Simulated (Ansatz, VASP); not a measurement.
**Two plane-wave programs on FeMo**

```
CELL_PARAMETERS angstrom
0.00000 2.42012 2.42012
2.42012 0.00000 2.42012
2.42012 2.42012 0.00000
ATOMIC_POSITIONS crystal
Fe 0.00000 0.00000 0.00000
Mo 0.50000 0.50000 0.50000
```

Alike in both runs: functional PBE; k mesh 6 × 6 × 6; occupations gaussian, width 0.1 eV; no spin polarisation.

Ansatz relaxed the structure, and its values are those at the end. VASP's run is a single point on that final structure, the one shown.

|  | VASP | Ansatz |
| --- | --- | --- |
| version | VASP 6.6.1 | Ansatz 0.2.0 |
| potentials or method | VASP PAW PBE potentials, release 64 (Fe, Mo_sv), cutoff 520 eV | scalar-relativistic, plane waves, PAW |
| valence electrons in the cell | 22 | 30 |

Ansatz gave:

```
gap on the k mesh at the Fermi level (eV) : none
pressure (GPa)                            : 0.2
```

Question: Which values does VASP return?

Answer: gap on the k mesh at the Fermi level (eV): none; pressure (GPa): 0.3.

A gap of «none» marks a metal or a gap that the smearing closes. VASP's potentials hold 22 valence electrons a cell and Ansatz's 30, so a difference there can come from the potentials and not from the codes.

The k mesh is coarse, so the values compare programs but aren't converged.
